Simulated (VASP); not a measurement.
# Al4Ni (R-3c) in VASP: relaxation of cell and atoms with PBE

Aim: the relaxation of cell and atoms of Al4Ni with PBE.

All numbers are computed with VASP 6.6.1; they aren't measurements. Logs are shortened: lines on timing, memory, paths and dates and some standing lists are left out, and cuts for length are marked.

**1. The cell of the first run**

Symmetry: R-3c, No. 167, trigonal system. Conventional cell: a = 6.527 Å, b = 6.527 Å, c = 12.752 Å, α = 90.00°, β = 90.00°, γ = 120.00°. Within 3.1 Å of Al (site symmetry 2) lie 9 Al at 2.25 to 3.10 Å and 2 Ni at 2.39 Å. Al (site symmetry 32) has 9 Al at 2.25 to 3.02 Å and 2 Ni at 3.19 Å within 3.2 Å. Ni (site symmetry -3) has 8 Al at 2.39 to 3.19 Å within 3.2 Å.

The cell was built from a structure type or drawn by symmetry, and may not be a known phase.

**2. Relaxation of cell and atoms, PBE, collinear spin, ferromagnetic start**

INCAR reads:

```
ALGO = Normal ; EDIFF = 1E-6
EDIFFG = -0.08 ; ENCUT = 600
GGA = PE ; IBRION = 2
ISIF = 3 ; ISMEAR = 0
ISPIN = 2 ; LASPH = T
LCHARG = F ; LMAXMIX = 4
LORBIT = 11 ; LREAL = F
LWAVE = F ; MAGMOM = 0 0 0 0 0 0 0 0 2 2
NELM = 150 ; NSW = 36
PREC = Accurate ; SIGMA = 0.2
```

KPOINTS reads:

```
k-points
0
Gamma
  3 3 3
```

POSCAR reads:

```
Al4Ni
1.0
    3.2632625600      1.8840455100      4.2505152200
   -3.2632625600      1.8840455100      4.2505152200
    0.0000000000     -3.7680910300      4.2505152200
Al Ni
8 2
Direct
    0.9057544200      0.5942455800      0.2500000000
    0.2500000000      0.9057544200      0.5942455800
    0.5942455800      0.2500000000      0.9057544200
    0.0942455800      0.4057544200      0.7500000000
    0.7500000000      0.0942455800      0.4057544200
    0.4057544200      0.7500000000      0.0942455800
    0.2500000000      0.2500000000      0.2500000000
    0.7500000000      0.7500000000      0.7500000000
    0.0000000000      0.0000000000      0.0000000000
    0.5000000000      0.5000000000      0.5000000000
```

Potentials or basis: VASP PAW PBE potentials, release 64 (Al, Ni).

The run is started by

```console
$ cat potpaw_PBE.64/Al/POTCAR potpaw_PBE.64/Ni/POTCAR > POTCAR
$ mpirun -np 1 vasp_std > vasp.out
```

OUTCAR:

```text
EDIFF = 1E-6
   EDIFFG = -0.08
   ENCUT = 600
   GGA = PE
   IBRION = 2
   ISIF = 3
   ISMEAR = 0
   ISPIN = 2
   LASPH = T
   LORBIT = 11
   LREAL = F
   NELM = 150
   NSW = 36
   PREC = Accurate

 ion  position               nearest neighbor table
   1  0.906  0.594  0.250-   7 2.25   9 2.39  10 2.39   6 3.02   5 3.02   8 3.02   8 3.02   5 3.02
                             6 3.02   4 3.10   4 3.10
   2  0.250  0.906  0.594-   7 2.25   9 2.39  10 2.39   4 3.02   8 3.02   6 3.02   6 3.02   8 3.02
                             4 3.02   5 3.10   5 3.10
   3  0.594  0.250  0.906-   7 2.25  10 2.39   9 2.39   4 3.02   8 3.02   5 3.02   5 3.02   8 3.02
                             4 3.02   6 3.10   6 3.10
   4  0.094  0.406  0.750-   8 2.25   9 2.39  10 2.39   2 3.02   3 3.02   7 3.02   7 3.02   2 3.02
                             3 3.02   1 3.10   1 3.10
   5  0.750  0.094  0.406-   8 2.25   9 2.39  10 2.39   7 3.02   1 3.02   3 3.02   3 3.02   1 3.02
                             7 3.02   2 3.10   2 3.10
   6  0.406  0.750  0.094-   8 2.25  10 2.39   9 2.39   7 3.02   1 3.02   2 3.02   2 3.02   1 3.02
                             7 3.02   3 3.10   3 3.10
   7  0.250  0.250  0.250-   2 2.25   3 2.25   1 2.25   6 3.02   5 3.02   4 3.02   4 3.02   6 3.02
                             5 3.02  10 3.19   9 3.19
   8  0.750  0.750  0.750-   5 2.25   6 2.25   4 2.25   2 3.02   3 3.02   1 3.02   1 3.02   3 3.02
                             2 3.02  10 3.19   9 3.19
   9  0.000  0.000  0.000-   1 2.39   4 2.39   2 2.39   5 2.39   3 2.39   6 2.39   7 3.19   8 3.19

  10  0.500  0.500  0.500-   1 2.39   4 2.39   3 2.39   6 2.39   5 2.39   2 2.39   7 3.19   8 3.19

  LATTYP: Found a trigonal (rhomboedric) cell.
 ALAT       =     5.6802631677
 COS(alpha) =     0.3399191735

  Lattice vectors:

 A1 = (   3.2632625600,   1.8840455100,   4.2505152200)
 A2 = (  -3.2632625600,   1.8840455100,   4.2505152200)
 A3 = (   0.0000000000,  -3.7680910300,   4.2505152200)

Analysis of symmetry for initial positions (statically):
=====================================================================
 Subroutine PRICEL returns:
 Original cell was already a primitive cell.

 Routine SETGRP: Setting up the symmetry group for a
 trigonal (rhombohedral) supercell.

 Subroutine GETGRP returns: Found 12 space group operations
 (whereof  6 operations were pure point group operations)
 out of a pool of 12 trial point group operations.

The static configuration has the point symmetry S_6 .
 The point group associated with its full space group is D_3d.

Analysis of symmetry for dynamics (positions and initial velocities):
=====================================================================
 Subroutine PRICEL returns:
 Original cell was already a primitive cell.

 Routine SETGRP: Setting up the symmetry group for a
 trigonal (rhombohedral) supercell.

 Subroutine GETGRP returns: Found 12 space group operations
 (whereof  6 operations were pure point group operations)
 out of a pool of 12 trial point group operations.

The dynamic configuration has the point symmetry S_6 .
 The point group associated with its full space group is D_3d.

Analysis of structural, dynamic, and magnetic symmetry:
=====================================================================
 Subroutine PRICEL returns:
 Original cell was already a primitive cell.

 Routine SETGRP: Setting up the symmetry group for a
 trigonal (rhombohedral) supercell.

 Subroutine GETGRP returns: Found 12 space group operations
 (whereof  6 operations were pure point group operations)
 out of a pool of 12 trial point group operations.

The overall configuration has the point symmetry S_6 .
 The point group associated with its full space group is D_3d.

 Subroutine INISYM returns: Found 12 space group operations
 (whereof  6 operations are pure point group operations),
 and found     1 'primitive' translations

----------------------------------------------------------------------------------------

                                     Primitive cell

  volume of cell :     156.7965

  direct lattice vectors                    reciprocal lattice vectors
     3.263262560  1.884045510  4.250515220     0.153220892  0.088462123  0.078421866
[... 60 lines left out ...]
  0.333333  0.000000  0.000000      6.000000
  0.333333  0.333333  0.000000      6.000000
 -0.333333  0.333333  0.000000      6.000000
  0.333333  0.333333  0.333333      2.000000
 -0.333333  0.333333  0.333333      6.000000
   k-points           NKPTS =      6   k-points in BZ     NKDIM =      6   number of bands    NBANDS=     30
   number of dos      NEDOS =    301   number of ions     NIONS =     10
   total plane-waves  NPLWV = 110592
   dimension x,y,z NGX =    48 NGY =   48 NGZ =   48
   dimension x,y,z NGXF=    96 NGYF=   96 NGZF=   96
   ions per type =               8   2
   NGX,Y,Z   is equivalent  to a cutoff of  14.05, 14.05, 14.05 a.u.
   NGXF,Y,Z  is equivalent  to a cutoff of  28.10, 28.10, 28.10 a.u.
 SYSTEM =  unknown system
   PREC   = accura    normal or accurate (medium, high low for compatibility)
   ISTART =      0    job   : 0-new  1-cont  2-samecut
   ICHARG =      2    charge: 1-file 2-atom 10-const
   ISPIN  =      2    spin polarized calculation?
   LNONCOLLINEAR =      F non collinear calculations
   LSORBIT =      F    spin-orbit coupling
   LASPH  =      T    aspherical Exc in radial PAW
   ENCUT  =  600.0 eV  44.10 Ry    6.64 a.u.  11.34 11.34 11.34*2*pi/ulx,y,z
   NELM   =    150;   NELMIN=  2; NELMDL= -5     # of ELM steps
   EDIFF  = 0.1E-05   stopping-criterion for ELM
   LREAL  =      F    real-space projection
   EDIFFG = -.8E-01   stopping-criterion for IOM
   NSW    =     36    number of steps for IOM
   IBRION =      2    ionic relax: 0-MD 1-quasi-New 2-CG
   NFREE  =      1    steps in history (QN), initial steepest desc. (CG)
   ISIF   =      3    stress and relaxation
   ISYM   =      2    0-nonsym 1-usesym 2-fastsym
   POTIM  = 0.5000    time-step for ionic-motion
   TEBEG  =    0.0;   TEEND  =   0.0 temperature during run
   PSTRESS=    0.0 pullay stress
   NELECT =      44.0000    total number of electrons
   NUPDOWN=      -1.0000    fix difference up-down
   EMIN   =  10.00;   EMAX   =-10.00  energy-range for DOS
   EFERMI =   0.00;   METHOD = LEGACY
   ISMEAR =     0;   SIGMA  =   0.20  broadening in eV -4-tet -1-fermi 0-gaus
   EFERMI_NEDOS =   21; number of points for ismear=-14 and -15
   IALGO  =     38    algorithm
   IMIX   =      4    mixing-type and parameters
     AMIX     =   0.40;   BMIX     =  1.00
     AMIX_MAG =   1.60;   BMIX_MAG =  1.00
  volume/ion in A,a.u.               =      15.68       105.81
  Fermi-wavevector in a.u.,A,eV,Ry     =   1.071800  2.025408 15.629756  1.148755
  Thomas-Fermi vector in A             =   2.207551
   LORBIT       =     11    0 simple, 1 ext, 2 COOP (PROOUT), +10 PAW based schemes
   GGA     = PE    functional components
   LHFCALC =     F    Hartree Fock is set to
   AEXX    =    0.0000 exact exchange contribution
   IVDW    =     0    specifies the selected vdW correction
   LEPSILON=     F    determine dielectric tensor
   LRPA    =     F    only Hartree local field effects (RPA)
 conjugate gradient relaxation of ions
 spin polarized calculation
 Gauss-broadening in eV      SIGMA  =   0.20
  energy-cutoff  :      600.00
  volume of cell :      156.80
 maximum number of plane-waves:      5255
 NGX is ok and might be reduce to    48
   NGX = 23   NGY = 23   NGZ = 23

--------------------------------------- Ionic step        1  -------------------------------------------

 number of electron      44.0000020 magnetization      -0.0055607

 number of electron      44.0000020 magnetization       0.0033460

 Free energy of the ion-electron system (eV)
  ---------------------------------------------------
  ext. energy  EPLUGINS =         0.00000000
  ---------------------------------------------------
  free energy    TOTEN  =       -37.59458380 eV

  energy without entropy =      -37.46597327  energy(sigma->0) =      -37.53027853

------------------------ aborting loop because EDIFF is reached ----------------------------------------

  FORCE on cell =-STRESS in cart. coord.  units (eV):
  Direction    XX          YY          ZZ          XY          YZ          ZX
  --------------------------------------------------------------------------------------
  -------------------------------------------------------------------------------------
  Total       25.0678783     25.0678782     -8.9922297      0.0000000      0.0000000      0.0000000
  in kB      256.1485640    256.1485629    -91.8843909      0.0000000      0.0000001      0.0000000
  external PRESSURE =     140.1375787 kB  Pullay stress =       0.0000000 kB
[... 79 lines left out ...]
 number of electron      43.9999990 magnetization       0.0000001

 number of electron      43.9999990 magnetization      -0.0000001

 E-fermi :   6.0114     XC(G=0):  -9.8734

 val. band max:        5.7530888113   @ k =   0.3333   0.0000   0.0000
 cond. band min:       6.1309933722   @ k =  -0.3333   0.3333   0.0000
 fundamental gap:      0.3779045609
 Fermi energy:         6.0114206818

 spin component 1

 k-point     1 :       0.0000    0.0000    0.0000
  band No.  band energies     occupation
      1      -3.3656      1.00000
      2       0.8515      1.00000
      3       1.0605      1.00000
      4       1.0605      1.00000
      5       1.2967      1.00000
      6       1.2967      1.00000
[... 571 lines left out ...]
 number of electron      44.0000009 magnetization      -0.0000000

 number of electron      44.0000009 magnetization       0.0000000

 Free energy of the ion-electron system (eV)
  ---------------------------------------------------
  ext. energy  EPLUGINS =         0.00000000
  ---------------------------------------------------
  free energy    TOTEN  =       -42.62293980 eV

  energy without entropy =      -42.54930516  energy(sigma->0) =      -42.58612248

 E-fermi :   7.6179     XC(G=0): -10.4348

 val. band max:        7.5914921802   @ k =  -0.3333   0.3333   0.3333
 cond. band min:       7.7153083025   @ k =   0.0000   0.0000   0.0000
 fundamental gap:      0.1238161223
 Fermi energy:         7.6179261439

 spin component 1

 k-point     1 :       0.0000    0.0000    0.0000
  band No.  band energies     occupation
      1      -2.8120      1.00000
      2       1.8990      1.00000
      3       2.0593      1.00000
      4       2.0593      1.00000
      5       2.1298      1.00000
      6       2.1298      1.00000
[... 425 lines left out ...]
  FREE ENERGIE OF THE ION-ELECTRON SYSTEM (eV)
  ---------------------------------------------------
  free  energy   TOTEN  =       -42.6229397962 eV

  energy  without entropy=      -42.5493051551  energy(sigma->0) =      -42.58612248

 reached required accuracy - stopping structural energy minimisation

 total charge

# of ion       s       p       d       tot
------------------------------------------
    1        0.429   0.346   0.000   0.775
    2        0.429   0.346   0.000   0.775
    3        0.429   0.346   0.000   0.775
    4        0.429   0.346   0.000   0.775
    5        0.429   0.346   0.000   0.775
    6        0.429   0.346   0.000   0.775
    7        0.411   0.387   0.000   0.798
    8        0.411   0.387   0.000   0.798
    9        0.521   0.547   8.432   9.501
   10        0.521   0.547   8.432   9.501
--------------------------------------------------
tot          4.438   3.946  16.864  25.249

 magnetization (x)

# of ion       s       p       d       tot
------------------------------------------
    1        0.000   0.000   0.000   0.000
    2        0.000   0.000   0.000   0.000
    3        0.000   0.000   0.000   0.000
    4        0.000   0.000   0.000   0.000
    5        0.000   0.000   0.000   0.000
    6        0.000   0.000   0.000   0.000
    7       -0.000  -0.000   0.000  -0.000
    8       -0.000  -0.000   0.000  -0.000
    9        0.000   0.000  -0.000  -0.000
   10        0.000   0.000  -0.000  -0.000
--------------------------------------------------
tot          0.000   0.000  -0.000  -0.000
```

Wall time 4.5 min (1 thread of Intel Xeon 6975P-C (Granite Rapids), shared host); peak memory 0.42 GiB.

Results:

```
Free energy                                           : -42.6229 eV
Relaxed volume                                        : 15.91 Å³/atom
Relaxed cell                                          : a = 5.469 Å, b = 5.469 Å, c = 5.469 Å, α = 81.92°, β = 81.92°, γ = 81.92°
Space group after relaxing (to 0.1 Å)                 : R-3c (No. 167)
Energy gained by relaxing                             : 502.8 meV/atom
Ionic steps                                           : 7
Pressure after relaxing                               : 0.0 GPa
Largest force after relaxing                          : 0.010 eV/Å
Band gap on the k mesh                                : zero (filled and empty bands overlap)
Net moment                                            : 0.00 μB per cell
Valence electrons inside the program's atomic spheres : Al 0.78, 0.80 (each value once); Ni 9.50
```

Forces in eV/Å, atoms in the order of the input:
```
Al   0.010  0.000  0.000
Al  -0.005  0.009  0.000
Al  -0.005 -0.009  0.000
Al  -0.010  0.000  0.000
Al   0.005 -0.009  0.000
Al   0.005  0.009  0.000
Al   0.000  0.000  0.000
Al   0.000  0.000  0.000
Ni   0.000  0.000  0.000
Ni   0.000  0.000  0.000
```

Step by step:
| step | energy change (eV) | largest force (eV/Å) | pressure (GPa) | volume (Å³) |
| --- | --- | --- | --- | --- |
| 1 | 0.0000 | 3.3966 | 14.01 | 156.80 |
| 2 | -3.6497 | 0.4940 | -9.46 | 188.47 |
| 3 | -3.7193 | 0.6780 | -7.41 | 183.46 |
| 4 | -4.7719 | 0.3132 | -3.33 | 167.25 |
| 5 | -5.0018 | 0.0573 | 0.89 | 158.13 |
| 6 | -5.0034 | 0.0307 | 1.48 | 157.25 |
| 7 | -5.0284 | 0.0099 | -0.02 | 159.09 |

Final structure:
```
Al Ni
1.0
     3.58486    2.06972    3.57362
    -3.58486    2.06972    3.57362
     0.00000   -4.13944    3.57362
Al Ni
8 2
Direct
  0.87023 0.62977 0.25000
  0.25000 0.87023 0.62977
  0.62977 0.25000 0.87023
  0.12977 0.37023 0.75000
  0.75000 0.12977 0.37023
  0.37023 0.75000 0.12977
  0.25000 0.25000 0.25000
  0.75000 0.75000 0.75000
  0.00000 0.00000 0.00000
  0.50000 0.50000 0.50000
```

Levels at points of the mesh, in eV from the Fermi level:
Spin up:
| k point | band 18 | band 19 | band 20 | band 21 | band 22 | band 23 | band 24 | band 25 |
| --- | --- | --- | --- | --- | --- | --- | --- | --- |
| (0.00, 0.00, 0.00) | -1.99 | -1.52 | -1.52 | -0.42 | 0.10 | 0.10 | 0.41 | 0.41 |
Spin down:
| k point | band 19 | band 20 | band 21 | band 22 | band 23 | band 24 |
| --- | --- | --- | --- | --- | --- | --- |
| (0.00, 0.00, 0.00) | -1.52 | -1.52 | -0.42 | 0.10 | 0.10 | 0.41 |

Caveat: the k points lie up to 0.39 Å⁻¹ apart in the final cell, too coarse for converged energies and pressures of a metal.
